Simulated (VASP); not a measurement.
**GaP: single point with LDA**

The system is GaP.

```
CELL_PARAMETERS angstrom
0.00000 2.70575 2.70575
2.70575 0.00000 2.70575
2.70575 2.70575 0.00000
ATOMIC_POSITIONS crystal
Ga 0.00000 0.00000 0.00000
P 0.75000 0.75000 0.75000
```

- Program: VASP 6.6.1
- Task: single point
- Functional: LDA
- Potentials or basis: VASP PAW LDA potentials, release 64 (Ga_d, P)
- Cutoff: 520 eV
- k mesh: 8 × 8 × 8
- Occupations: gaussian, width 0.01 eV
- Spin: no spin polarisation
- Dipole correction: no
- Further INCAR settings: ALGO = Normal; EDIFF = 1e-07; NBANDS = 16

* Pressure: -0.9 GPa
* Band gap on the k mesh: 1.45 eV, indirect (least direct gap 1.82 eV)

Levels at points of the mesh, in eV from the valence-band top:
| k point | band 5 | band 6 | band 7 | band 8 | band 9 | band 10 | band 11 | band 12 | band 13 | band 14 |
| --- | --- | --- | --- | --- | --- | --- | --- | --- | --- | --- |
| (0.00, 0.00, 0.00) | -14.64 | -12.67 | 0.00 | 0.00 | 0.00 | 1.82 | 3.79 | 3.79 | 3.79 | 8.59 |
| (0.50, 0.00, 0.00) | -14.63 | -10.52 | -6.83 | -1.16 | -1.16 | 1.58 | 4.63 | 4.63 | 8.09 | 10.80 |
| (0.50, 0.50, 0.00) | -14.62 | -9.57 | -6.94 | -2.78 | -2.78 | 1.45 | 1.66 | 10.62 | 10.62 | 11.16 |

It took 19 s on 1 thread of Intel(R) Xeon(R) Platinum 8259CL CPU @ 2.50GHz (Skylake/Cascade Lake), on a shared host, peak memory 0.14 GiB.

A k mesh can miss the band edges. LDA gaps usually lie below the measured ones, often by a third to a half.
